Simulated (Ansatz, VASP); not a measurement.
# One calculation of BaTiO3, two programs

Contents of INCAR:

```
SYSTEM = BaTiO3
PREC = Accurate
ENCUT = 520
EDIFF = 1E-6
ISMEAR = -1
SIGMA = 0.02
LREAL = .False.
LASPH = .True.
NELM = 100
ALGO = Normal
ISIF = 2
LWAVE = .False.
LCHARG = .False.
GGA = PE
IBRION = 2
NSW = 80
EDIFFG = -0.02
```

KPOINTS

```
regular mesh
0
Gamma
  8 8 8
  0 0 0
```

The input POSCAR:

```
BaTiO3
1.0
    4.0060000000      0.0000000000      0.0000000000
    0.0000000000      4.0060000000      0.0000000000
    0.0000000000      0.0000000000      4.0060000000
Ba Ti O
1 1 3
Direct
    0.5000000000      0.5000000000      0.5000000000
    0.0000000000      0.0000000000      0.0000000000
    0.5000000000      0.0000000000      0.0000000000
    0.0000000000      0.5000000000      0.0000000000
    0.0000000000      0.0000000000      0.5000000000
```

Input for Ansatz:

```yaml
crystal:
  lattice:
    - [4.006, 0.0, 0.0]
    - [0.0, 4.006, 0.0]
    - [0.0, 0.0, 4.006]
  atoms:
    - { symbol: Ba, position: [0.5, 0.5, 0.5] }
    - { symbol: Ti, position: [0.0, 0.0, 0.0] }
    - { symbol: O, position: [0.5, 0.0, 0.0] }
    - { symbol: O, position: [0.0, 0.5, 0.0] }
    - { symbol: O, position: [0.0, 0.0, 0.5] }
kpoints:
  mp_grid: { grid: [8, 8, 8] }
scf:
  occupations: { method: fermi_dirac, width: 0.02 }
hamiltonian:
  xc: pbe
  pseudopotentials: { kind: paw }
output:
  forces: true
  stress: true
  populations: true
  efg:
    quadrupole_moments_barn: { Ba: 0.236, Ti: 0.247, O: -0.02558 }
    contact_densities: true
relax:
  f_tol: 0.02
  max_steps: 60
```

Alike in both runs: task relaxation of the atoms; functional PBE; k mesh 8 × 8 × 8; occupations fermi-dirac, width 0.02 eV; no spin polarisation.

|  | VASP | Ansatz |
| --- | --- | --- |
| version | VASP 6.6.1 | Ansatz 0.2.0 |
| potentials or method | VASP PAW PBE potentials, release 64 (Ba_sv, Ti_sv, O) | plane-wave PAW, scalar-relativistic |
| plane-wave cutoff (eV) | 520 | 420 |
| valence electrons in the cell | 40 | 40 |

```tsv
	VASP	Ansatz	Ansatz less VASP
gap on the k mesh at the Fermi level, each at its own relaxed structure (eV)	1.74	1.81	+0.066
```

Ansatz's warnings: stress scf threshold loose.

Neither program's run includes spin-orbit coupling. Noted on VASP's run: the relaxation stopped at its first step, so nothing moved.
